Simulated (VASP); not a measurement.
# Ni (Fm-3m) in VASP: a series of runs

Ni is run at these levels: PBE; tasks: single point.

Program: VASP 6.6.1. These are calculated values, not measurements. Logs are shortened: lines on timing, memory, paths and dates and some standing lists are left out, and cuts for length are marked.

### Step 1. The cell of the first run

The structure is cubic, space group Fm-3m (No. 225). Conventional cell: a = 3.538 Å, b = 3.538 Å, c = 3.538 Å, α = 90.00°, β = 90.00°, γ = 90.00°. Ni (site symmetry m-3m) has 12 Ni at 2.50 Å within 3.3 Å.

### Step 2. Single point, PBE, collinear spin, ferromagnetic start

The input, INCAR:

```
SYSTEM = Ni
  PREC = Accurate
  ENCUT = 520
  EDIFF = 1E-6
  ISMEAR = 1
  SIGMA = 0.05
  LREAL = .FALSE.
  LASPH = .TRUE.
  NELM = 150
  ALGO = Normal
  ISIF = 2
  LWAVE = .FALSE.
  LCHARG = .FALSE.
  ISPIN = 2
  MAGMOM = 2
  LORBIT = 11
  LMAXMIX = 4
  GGA = PE
  NBANDS = 15
```

The input, KPOINTS:

```
Automatic mesh
0
G
  14 14 14
  0 0 0
```

The input, POSCAR:

```
Ni
1.0
    0.0000000000      1.7690000000      1.7690000000
    1.7690000000      0.0000000000      1.7690000000
    1.7690000000      1.7690000000      0.0000000000
Ni
1
Direct
    0.0000000000      0.0000000000      0.0000000000
```

Potentials or basis: VASP PAW PBE potentials, release 64 (Ni).

Launch:

```
> cat potpaw_PBE.64/Ni/POTCAR > POTCAR
> mpirun -np 1 vasp_std > vasp.out
```

OUTCAR:

```text
SYSTEM = Ni
   PREC = Accurate
   ENCUT = 520
   EDIFF = 1E-6
   ISMEAR = 1
   LREAL = .FALSE.
   LASPH = .TRUE.
   NELM = 150
   ISIF = 2
   ISPIN = 2
   LORBIT = 11
   GGA = PE

 ion  position               nearest neighbor table
   1  0.000  0.000  0.000-

  LATTYP: Found a face centered cubic cell.
 ALAT       =     3.5380000000

  Lattice vectors:

 A1 = (   0.0000000000,   1.7690000000,   1.7690000000)
 A2 = (   1.7690000000,   0.0000000000,   1.7690000000)
 A3 = (   1.7690000000,   1.7690000000,   0.0000000000)

Analysis of symmetry for initial positions (statically):
=====================================================================
 Subroutine PRICEL returns:
 Original cell was already a primitive cell.

 Routine SETGRP: Setting up the symmetry group for a
 face centered cubic supercell.

 Subroutine GETGRP returns: Found 48 space group operations
[... 9 lines left out ...]

 Routine SETGRP: Setting up the symmetry group for a
 face centered cubic supercell.

 Subroutine GETGRP returns: Found 48 space group operations
 (whereof 48 operations were pure point group operations)
 out of a pool of 48 trial point group operations.

The dynamic configuration has the point symmetry O_h .

Analysis of structural, dynamic, and magnetic symmetry:
=====================================================================
 Subroutine PRICEL returns:
 Original cell was already a primitive cell.

 Routine SETGRP: Setting up the symmetry group for a
 face centered cubic supercell.

 Subroutine GETGRP returns: Found 48 space group operations
 (whereof 48 operations were pure point group operations)
 out of a pool of 48 trial point group operations.

The overall configuration has the point symmetry O_h .

 Subroutine INISYM returns: Found 48 space group operations
[... 5 lines left out ...]
                                     Primitive cell

  volume of cell :      11.0717

  direct lattice vectors                    reciprocal lattice vectors
     0.000000000  1.769000000  1.769000000    -0.282645562  0.282645562  0.282645562
     1.769000000  0.000000000  1.769000000     0.282645562 -0.282645562  0.282645562
     1.769000000  1.769000000  0.000000000     0.282645562  0.282645562 -0.282645562

  length of vectors
     2.501743792  2.501743792  2.501743792     0.489556475  0.489556475  0.489556475

  position of ions in fractional coordinates (direct lattice)
     0.000000000  0.000000000  0.000000000

  ion indices of the primitive-cell ions
   primitive index   ion index
                 1           1

----------------------------------------------------------------------------------------

 KPOINTS: Automatic mesh

Automatic generation of k-mesh.
 Grid dimensions read from file:
 generate k-points for:   14   14   14

 Generating k-lattice:

  Cartesian coordinates                     Fractional coordinates (reciprocal lattice)
    -0.020188969  0.020188969  0.020188969     0.071428571  0.000000000  0.000000000
     0.020188969 -0.020188969  0.020188969     0.000000000  0.071428571  0.000000000
     0.020188969  0.020188969 -0.020188969     0.000000000  0.000000000  0.071428571

  Length of vectors
     0.034968320  0.034968320  0.034968320

  Shift w.r.t. Gamma in fractional coordinates (k-lattice)
     0.000000000  0.000000000  0.000000000

 Subroutine IBZKPT returns following result:
 ===========================================

 Found    104 irreducible k-points:

 Following reciprocal coordinates:
            Coordinates               Weight
  0.000000  0.000000  0.000000      1.000000
  0.071429  0.000000  0.000000      8.000000
  0.142857  0.000000  0.000000      8.000000
  0.214286  0.000000  0.000000      8.000000
  0.285714  0.000000  0.000000      8.000000
  0.357143  0.000000  0.000000      8.000000
[... 16 lines left out ...]
  0.214286  0.142857  0.000000     24.000000
  0.285714  0.142857  0.000000     24.000000
 [... further k-points ...]
   k-points           NKPTS =    104   k-points in BZ     NKDIM =    104   number of bands    NBANDS=     15
   number of dos      NEDOS =    301   number of ions     NIONS =      1
   total plane-waves  NPLWV =   8000
   dimension x,y,z NGX =    20 NGY =   20 NGZ =   20
   dimension x,y,z NGXF=    40 NGYF=   40 NGZF=   40
   ions per type =               1
   NGX,Y,Z   is equivalent  to a cutoff of  13.29, 13.29, 13.29 a.u.
   NGXF,Y,Z  is equivalent  to a cutoff of  26.58, 26.58, 26.58 a.u.
 SYSTEM =  Ni
   PREC   = accura    normal or accurate (medium, high low for compatibility)
   ISTART =      0    job   : 0-new  1-cont  2-samecut
   ICHARG =      2    charge: 1-file 2-atom 10-const
   ISPIN  =      2    spin polarized calculation?
   LNONCOLLINEAR =      F non collinear calculations
   LSORBIT =      F    spin-orbit coupling
   LASPH  =      T    aspherical Exc in radial PAW
   ENCUT  =  520.0 eV  38.22 Ry    6.18 a.u.   4.65  4.65  4.65*2*pi/ulx,y,z
   NELM   =    150;   NELMIN=  2; NELMDL= -5     # of ELM steps
   EDIFF  = 0.1E-05   stopping-criterion for ELM
   LREAL  =      F    real-space projection
   EDIFFG = 0.1E-04   stopping-criterion for IOM
   NSW    =      0    number of steps for IOM
   IBRION =     -1    ionic relax: 0-MD 1-quasi-New 2-CG
   NFREE  =      0    steps in history (QN), initial steepest desc. (CG)
   ISIF   =      2    stress and relaxation
   ISYM   =      2    0-nonsym 1-usesym 2-fastsym
   POTIM  = 0.5000    time-step for ionic-motion
   TEBEG  =    0.0;   TEEND  =   0.0 temperature during run
   PSTRESS=    0.0 pullay stress
   NELECT =      10.0000    total number of electrons
   NUPDOWN=      -1.0000    fix difference up-down
   EMIN   =  10.00;   EMAX   =-10.00  energy-range for DOS
   EFERMI =   0.00;   METHOD = LEGACY
   ISMEAR =     1;   SIGMA  =   0.05  broadening in eV -4-tet -1-fermi 0-gaus
   EFERMI_NEDOS =   21; number of points for ismear=-14 and -15
   IALGO  =     38    algorithm
   IMIX   =      4    mixing-type and parameters
     AMIX     =   0.40;   BMIX     =  1.00
     AMIX_MAG =   1.60;   BMIX_MAG =  1.00
  volume/ion in A,a.u.               =      11.07        74.72
  Fermi-wavevector in a.u.,A,eV,Ry     =   1.582476  2.990445 34.072101  2.504229
  Thomas-Fermi vector in A             =   2.682393
   LORBIT       =     11    0 simple, 1 ext, 2 COOP (PROOUT), +10 PAW based schemes
   GGA     = PE    functional components
   LHFCALC =     F    Hartree Fock is set to
   AEXX    =    0.0000 exact exchange contribution
   IVDW    =     0    specifies the selected vdW correction
   LEPSILON=     F    determine dielectric tensor
   LRPA    =     F    only Hartree local field effects (RPA)
 spin polarized calculation
 Methfessel and Paxton  Order N= 1 SIGMA  =   0.05
  energy-cutoff  :      520.00
  volume of cell :       11.07
 maximum number of plane-waves:       307
   NGX =  9   NGY =  9   NGZ =  9

 number of electron      10.0000010 magnetization       0.5879146

 Free energy of the ion-electron system (eV)
  ---------------------------------------------------
  ext. energy  EPLUGINS =         0.00000000
  ---------------------------------------------------
  free energy    TOTEN  =        -5.46449664 eV

  energy without entropy =       -5.46465984  energy(sigma->0) =       -5.46455104

 E-fermi :   9.1397     XC(G=0): -13.1525

 val. band max:        9.1356708293   @ k =  -0.3571   0.2857   0.0714
 cond. band min:       9.1528571454   @ k =   0.5000   0.1429   0.0714
 fundamental gap:      0.0171863161
 Fermi energy:         9.1397103289

 spin component 1

 k-point     1 :       0.0000    0.0000    0.0000
  band No.  band energies     occupation
      1       0.2480      1.00000
      2       6.7581      1.00000
      3       6.7581      1.00000
      4       6.7581      1.00000
      5       7.9111      1.00000
      6       7.9111      1.00000
      7      32.7118      0.00000
      8      36.4363      0.00000
      9      36.4363      0.00000
     10      36.4363      0.00000
     11      39.3220      0.00000
     12      39.3220      0.00000
     13      39.3220      0.00000
     14      42.3191      0.00000
     15      48.4297      0.00000
[... 397 lines left out ...]
 k-point    24 :       0.2857    0.1429    0.0000
  band No.  band energies     occupation
      1       2.8679      1.00000
      2       6.1192      1.00000
      3       7.0023      1.00000
      4       7.2467      1.00000
      5       7.8641      1.00000
      6       8.2298      1.00000
      7      24.4739      0.00000
      8      29.9244      0.00000
      9      30.7248      0.00000
     10      33.2961      0.00000
     11      38.2322      0.00000
     12      42.3379      0.00000
     13      44.2798      0.00000
     14      46.3754      0.00000
     15      50.7326      0.00000

 [... further k-points ...]

 spin component 2

 k-point     1 :       0.0000    0.0000    0.0000
  band No.  band energies     occupation
      1       0.2002      1.00000
      2       7.4789      1.00000
      3       7.4789      1.00000
      4       7.4789      1.00000
      5       8.4565      1.00000
      6       8.4565      1.00000
      7      32.5341      0.00000
      8      36.4071      0.00000
      9      36.4072      0.00000
     10      36.4072      0.00000
     11      39.4038      0.00000
     12      39.4038      0.00000
     13      39.4038      0.00000
     14      42.1928      0.00000
     15      48.6040      0.00000
[... 397 lines left out ...]
 k-point    24 :       0.2857    0.1429    0.0000
  band No.  band energies     occupation
      1       2.8490      1.00000
      2       6.7624      1.00000
      3       7.5907      1.00000
      4       7.9337      1.00000
      5       8.5055      1.00000
      6       8.8405      1.00000
      7      24.5752      0.00000
      8      29.9906      0.00000
      9      30.6737      0.00000
     10      33.3451      0.00000
     11      38.3325      0.00000
     12      42.2869      0.00000
     13      44.2391      0.00000
     14      46.3690      0.00000
     15      50.8087      0.00000

 [... further k-points ...]
[... 5 lines left out ...]
  --------------------------------------------------------------------------------------
  -------------------------------------------------------------------------------------
  Total       -0.2379879     -0.2379879     -0.2379879     -0.0000000     -0.0000000      0.0000000
  in kB      -34.4391081    -34.4391081    -34.4391081     -0.0000000     -0.0000000      0.0000000
  external PRESSURE =     -34.4391081 kB  Pullay stress =       0.0000000 kB

 VOLUME and BASIS-vectors are now :
 -----------------------------------------------------------------------------
  energy-cutoff  :      520.00
  volume of cell :       11.07
      direct lattice vectors                 reciprocal lattice vectors
     0.000000000  1.769000000  1.769000000    -0.282645562  0.282645562  0.282645562
     1.769000000  0.000000000  1.769000000     0.282645562 -0.282645562  0.282645562
     1.769000000  1.769000000  0.000000000     0.282645562  0.282645562 -0.282645562

 POSITION                                       TOTAL-FORCE (eV/Angst)
 -----------------------------------------------------------------------------------
      0.00000      0.00000      0.00000         0.000000      0.000000     -0.000000
 -----------------------------------------------------------------------------------
    total drift:                               -0.000000     -0.000000     -0.000000

  FREE ENERGIE OF THE ION-ELECTRON SYSTEM (eV)
  ---------------------------------------------------
  free  energy   TOTEN  =        -5.4644966390 eV

  energy  without entropy=       -5.4646598360  energy(sigma->0) =       -5.46455104

 total charge

# of ion       s       p       d       tot
------------------------------------------
    1        0.489   0.482   8.308   9.279

 magnetization (x)

# of ion       s       p       d       tot
------------------------------------------
    1       -0.008  -0.027   0.637   0.602
```

Run time: 22 s. Hardware: 1 thread of AMD EPYC 9R45 (Zen 5), shared host; peak memory 0.12 GiB.

Results:

| Quantity | Value |
| --- | --- |
| Free energy | -5.4645 eV |
| Pressure | -3.4 GPa |
| Net moment | 0.59 μB per cell |
| Site moments | Ni +0.60 μB |
| Valence electrons inside the program's atomic spheres | Ni 9.28 |

### Step 3. Single point, PBE, collinear spin, ferromagnetic start

The input, INCAR:

```
SYSTEM = Ni
ALGO     = Normal         ! electronic algorithm
EDIFF    = 1E-6           ! SCF threshold, eV
ENCUT    = 520            ! plane-wave cutoff, eV
GGA      = PE             ! functional
ISIF     = 2              ! what is computed and relaxed
ISMEAR   = -1             ! smearing method
ISPIN    = 2              ! spin polarisation
LASPH    = .True.         ! aspherical terms in the spheres
LCHARG   = .False.        ! write CHGCAR
LMAXMIX  = 4              ! l up to which the mixer works
LORBIT   = 11             ! projections on sites
LREAL    = .False.        ! projectors in reciprocal space
LWAVE    = .False.        ! write WAVECAR
MAGMOM   = 2              ! initial moments
NBANDS   = 15             ! bands
NELM     = 150            ! most SCF steps
PREC     = Accurate       ! precision mode
SIGMA    = 0.003          ! smearing width, eV
```

The input, KPOINTS:

```
k-points
0
Gamma
  14 14 14
  0 0 0
```

POSCAR is that of step 2.

Potentials or basis: VASP PAW PBE potentials, release 64 (Ni).

Launch:

```
> cat potpaw_PBE.64/Ni/POTCAR > POTCAR
> mpirun -np 1 vasp_std > vasp.out
```

Wall time 26 s (1 thread of AMD EPYC 9R45 (Zen 5), shared host); peak memory 0.12 GiB.

The run converged. Its results:

```yaml
Free_energy: -5.4646 eV
Pressure: -3.6 GPa
Net_moment: 0.58 μB per cell
Site_moments: Ni +0.60 μB
Valence_electrons_inside_the_program's_atomic_spheres: Ni 9.28
```

Levels at points of the mesh, in eV from the Fermi level:
Spin up:
| k point | band 3 | band 4 | band 5 | band 6 | band 7 | band 8 |
| --- | --- | --- | --- | --- | --- | --- |
| (0.00, 0.00, 0.00) | -2.37 | -2.37 | -1.23 | -1.23 | 23.57 | 27.30 |
| (0.50, 0.00, 0.00) | -2.35 | -0.59 | -0.59 | -0.26 | 5.55 | 22.07 |
| (0.50, 0.50, 0.00) | -0.54 | -0.46 | -0.46 | 2.44 | 9.07 | 14.66 |
Spin down:
```csv
k point,band 1,band 2,band 3,band 4,band 5,band 6,band 7,band 8,band 9,band 10
"(0.00, 0.00, 0.00)",-8.94,-1.66,-1.66,-1.66,-0.68,-0.68,23.40,27.27,27.27,27.27
"(0.50, 0.00, 0.00)",-4.33,-1.78,-1.78,-0.33,0.12,0.12,5.94,21.92,24.44,24.44
"(0.50, 0.50, 0.00)",-4.22,-3.51,0.03,0.35,0.35,2.38,9.29,14.66,14.66,19.65
```

[end of part 1 of 2]
